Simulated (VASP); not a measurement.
SiO2: single point with LDA

SiO2:

```xyz
6
Lattice="4.2299 0.0000 0.0000 0.0000 4.2299 0.0000 0.0000 0.0000 2.4058" Properties=species:S:1:pos:R:3 pbc="T T T"
Si    2.1149    2.1149    1.2029
Si    0.0000    0.0000    0.0000
O     2.9373    2.9373    0.0000
O     0.8224    3.4075    1.2029
O     1.2926    1.2926    0.0000
O     3.4075    0.8224    1.2029
```

```yaml
Program: VASP 6.6.1
Task: single point
Functional: LDA
Potentials_or_basis: VASP PAW LDA potentials, release 64 (Si, O)
Cutoff: 520 eV
k_mesh: 6 × 6 × 8
Occupations: gaussian, width 0.05 eV
Spin: no spin polarisation
```

```json
{"Pressure": "36.5 GPa", "Largest force": "0.150 eV/Å", "Band gap on the k mesh": "7.10 eV, direct"}
```

Forces in eV/Å, atoms in the order of the input:
```
Si   0.000  0.000  0.000
Si   0.000  0.000  0.000
O    0.106  0.106  0.000
O    0.106 -0.106  0.000
O   -0.106 -0.106  0.000
O   -0.106  0.106  0.000
```

Stress tensor (GPa, compression positive):
```
 8.69  0.00  0.00
 0.00  8.69  0.00
 0.00  0.00 92.25
```

Levels at points of the mesh, in eV from the valence-band top:
```tsv
k point	band 13	band 14	band 15	band 16	band 17	band 18	band 19	band 20
(0.00, 0.00, 0.00)	-1.71	-1.02	-1.02	0.00	7.10	8.92	10.64	10.64
(0.50, 0.00, 0.00)	-2.01	-2.01	-1.25	-1.25	9.33	9.33	10.68	10.68
(0.50, 0.50, 0.00)	-2.56	-2.56	-2.50	-2.50	9.28	9.28	11.39	11.39
(0.00, 0.00, 0.50)	-2.98	-2.98	-2.86	-2.86	9.80	9.80	12.61	12.61
(0.50, 0.00, 0.50)	-2.57	-2.57	-1.83	-1.83	9.18	9.18	9.66	9.66
(0.50, 0.50, 0.50)	-2.05	-2.05	-1.61	-1.61	7.62	7.62	11.13	11.13
```

Run time: 15 s on 1 thread of Intel(R) Xeon(R) 6975P-C (Granite Rapids), on a shared host, peak memory 0.15 GiB.

A k mesh can miss the band edges. LDA gaps usually lie below the measured ones, often by a third to a half.
